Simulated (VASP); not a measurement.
# Ga4Sb4H (a cell with a defect) in VASP: notebook, part 2 of 2

VASP 6.6.1.

### 4 Single point, PBEsol

The input, INCAR:

```
SYSTEM = Ga4Sb4H
  ALGO = Normal
  EDIFF = 1E-6
  ENCUT = 520
  GGA = PS
  ISIF = 2
  ISMEAR = -1
  LASPH = .True.
  LCHARG = .False.
  LREAL = .False.
  LWAVE = .False.
  NBANDS = 46
  NELM = 100
  PREC = Accurate
  SIGMA = 0.1
```

The input, KPOINTS:

```
k-points
0
Gamma
  3 3 3
  0 0 0
```

The input, POSCAR:

```
Ga4Sb4H
1.0
    0.0000000000      6.1180000000      6.1180000000
    6.1180000000      0.0000000000      6.1180000000
    3.0590000000      3.0590000000      0.0000000000
Ga Sb H
4 4 1
Direct
    0.0000000000      0.0000000000      0.0000000000
    0.0000000000      0.5000000000      0.0000000000
    0.5000000000      0.0000000000      0.0000000000
    0.5000000000      0.5000000000      0.0000000000
    0.1250000000      0.1250000000      0.2500000000
    0.1250000000      0.6250000000      0.2500000000
    0.6250000000      0.1250000000      0.2500000000
    0.6250000000      0.6250000000      0.2500000000
    0.0555776398      0.4015047401      0.5429176201
```

Potentials or basis: VASP PAW PBE potentials, release 64 (Ga_d, Sb, H).

On the command line:

```
$ cat potpaw_PBE.64/Ga_d/POTCAR potpaw_PBE.64/Sb/POTCAR potpaw_PBE.64/H/POTCAR > POTCAR
$ mpirun -np 1 vasp_std > vasp.out
```

OUTCAR:

```text
SYSTEM = Ga4Sb4H
   EDIFF = 1E-6
   ENCUT = 520
   GGA = PS
   ISIF = 2
   ISMEAR = -1
   LASPH = .True.
   LREAL = .False.
   NELM = 100
   PREC = Accurate

 ion  position               nearest neighbor table
   1  0.000  0.000  0.000-   6 2.65   7 2.65   5 2.65   5 2.65
   2  0.000  0.500  0.000-   5 2.65   8 2.65   6 2.65   6 2.65
   3  0.500  0.000  0.000-   5 2.65   8 2.65   7 2.65   7 2.65
   4  0.500  0.500  0.000-   6 2.65   7 2.65   8 2.65   8 2.65
   5  0.125  0.125  0.250-   1 2.65   2 2.65   3 2.65   1 2.65
   6  0.125  0.625  0.250-   9 1.91   1 2.65   4 2.65   2 2.65   2 2.65
   7  0.625  0.125  0.250-   3 2.65   1 2.65   4 2.65   3 2.65
   8  0.625  0.625  0.250-   4 2.65   2 2.65   3 2.65   4 2.65
   9  0.056  0.402  0.543-   6 1.91

  LATTYP: Found a base centered orthorhombic cell.
 ALAT       =     8.6521585746
 B/A-ratio  =     1.4142135624
 C/A-ratio  =     0.5000000000

  Lattice vectors:

 A1 = (  -3.0590000000,   3.0590000000,  -6.1180000000)
 A2 = (  -3.0590000000,   3.0590000000,   6.1180000000)
 A3 = (   3.0590000000,   3.0590000000,   0.0000000000)

[... 178 lines left out ...]

 k-point     1 :       0.0000    0.0000    0.0000
  band No.  band energies     occupation
      1     -10.2422      2.00000
      2     -10.2347      2.00000
      3     -10.2045      2.00000
      4     -10.1996      2.00000
      5     -10.1854      2.00000
      6     -10.1762      2.00000
[... 479 lines left out ...]
     45       9.0287      0.00000
     46       9.5518      0.00000

------------------------ aborting loop because EDIFF is reached ----------------------------------------

  FORCE on cell =-STRESS in cart. coord.  units (eV):
  Direction    XX          YY          ZZ          XY          YZ          ZX
  --------------------------------------------------------------------------------------
  -------------------------------------------------------------------------------------
  Total        3.5441248      3.5441248     -0.2996524      2.5723014      0.1596267     -0.1596270
  in kB       24.7965449     24.7965449     -2.0965245     17.9971619      1.1168316     -1.1168334
  external PRESSURE =      15.8321885 kB  Pullay stress =       0.0000000 kB

 VOLUME and BASIS-vectors are now :
 -----------------------------------------------------------------------------
  energy-cutoff  :      520.00
  volume of cell :      229.00
      direct lattice vectors                 reciprocal lattice vectors
     0.000000000  6.118000000  6.118000000    -0.081726054  0.081726054  0.081726054
     6.118000000  0.000000000  6.118000000     0.081726054 -0.081726054  0.081726054
     3.059000000  3.059000000  0.000000000     0.163452109  0.163452109 -0.163452109

 POSITION                                       TOTAL-FORCE (eV/Angst)
 -----------------------------------------------------------------------------------
      0.00000      0.00000      0.00000         0.310458     -0.310458      0.120953
      3.05900      0.00000      3.05900        -0.037140      0.037140      0.016982
      0.00000      3.05900      3.05900        -0.000968      0.000968      0.017430
      3.05900      3.05900      6.11800        -0.149581      0.149581     -0.016207
      1.52950      1.52950      1.52950        -0.021724      0.021724      0.008009
      4.58850      1.52950      4.58850        -0.224086      0.224086     -0.000127
      1.52950      4.58850      4.58850         0.021620     -0.021620      0.020877
      4.58850      4.58850      7.64750         0.070991     -0.070991     -0.091393
      4.11719      2.00081      2.79643         0.030430     -0.030430     -0.076525
 -----------------------------------------------------------------------------------
    total drift:                                0.000255     -0.000253      0.000027

  FREE ENERGIE OF THE ION-ELECTRON SYSTEM (eV)
  ---------------------------------------------------
  free  energy   TOTEN  =       -34.0273703456 eV

  energy  without entropy=      -33.9580353511  energy(sigma->0) =      -33.99270285
```

OSZICAR:

```text
N       E                     dE             d eps       ncg     rms          rms(c)
DAV:   1     0.595561128722E+03    0.59556E+03   -0.31587E+04   956   0.198E+03
DAV:   2     0.528139187010E+02   -0.54275E+03   -0.52755E+03  1018   0.542E+02
DAV:   3    -0.299490541043E+02   -0.82763E+02   -0.80791E+02  1068   0.156E+02
DAV:   4    -0.344025780046E+02   -0.44535E+01   -0.44092E+01  1086   0.380E+01
DAV:   5    -0.345306374529E+02   -0.12806E+00   -0.12784E+00  1192   0.652E+00    0.682E+00
DAV:   6    -0.341377544874E+02    0.39288E+00   -0.49838E-01  1292   0.865E+00    0.387E+00
DAV:   7    -0.340278394866E+02    0.10992E+00   -0.46524E-01  1056   0.434E+00    0.780E-01
DAV:   8    -0.340248006708E+02    0.30388E-02   -0.91626E-02  1028   0.558E+00    0.244E-01
DAV:   9    -0.340269354376E+02   -0.21348E-02   -0.17435E-02  1170   0.107E+00    0.106E-01
DAV:  10    -0.340272309627E+02   -0.29553E-03   -0.27990E-03  1184   0.528E-01    0.487E-02
DAV:  11    -0.340273441985E+02   -0.11324E-03   -0.64161E-04  1024   0.322E-01    0.151E-02
DAV:  12    -0.340273678759E+02   -0.23677E-04   -0.13808E-04  1074   0.155E-01    0.105E-02
DAV:  13    -0.340273684618E+02   -0.58586E-06   -0.22001E-05  1232   0.867E-02    0.473E-03
DAV:  14    -0.340273702662E+02   -0.18045E-05   -0.16437E-05  1174   0.291E-02    0.149E-03
DAV:  15    -0.340273703456E+02   -0.79372E-07   -0.10890E-06   624   0.129E-02
   1 F= -.34027370E+02 E0= -.33992703E+02  d E =-.693350E-01
```

stdout:

```text
POSCAR found type information on POSCAR GaSbH
 POSCAR found :  3 types and       9 ions
 scaLAPACK will be used
 -----------------------------------------------------------------------------
|                                                                             |
|                                                                             |
|     You enforced a specific xc type in the INCAR file but a different       |
|     I HOPE YOU KNOW WHAT YOU ARE DOING!                                     |
|                                                                             |
 -----------------------------------------------------------------------------

 LDA part: xc-table for (Slater+PW92), standard interpolation
 POSCAR, INCAR and KPOINTS ok, starting setup
 FFT: planning ... GRIDC
 FFT: planning ... GRID_SOFT
 FFT: planning ... GRID
 WAVECAR not read
 entering main loop
```

Wall time 91 s (1 thread of Intel Xeon Platinum 8488C (Sapphire Rapids), shared host); peak memory 0.39 GiB.

Results:

| Item | Value |
| --- | --- |
| Free energy | -34.0274 eV |
| Pressure | 1.6 GPa |
| Largest force | 0.455 eV/Å |

Forces on the atoms (eV/Å):
```
Ga   0.310 -0.310  0.121
Ga  -0.037  0.037  0.017
Ga  -0.001  0.001  0.017
Ga  -0.150  0.150 -0.016
Sb  -0.022  0.022  0.008
Sb  -0.224  0.224  0.000
Sb   0.022 -0.022  0.021
Sb   0.071 -0.071 -0.091
H    0.030 -0.030 -0.077
```

Stress tensor (GPa, compression positive):
```
 2.48  1.80 -0.11
 1.80  2.48  0.11
-0.11  0.11 -0.21
```

Caveat: the k points lie up to 0.59 Å⁻¹ apart; the PAW data sets were made with another functional, which shifts forces and pressure a little.
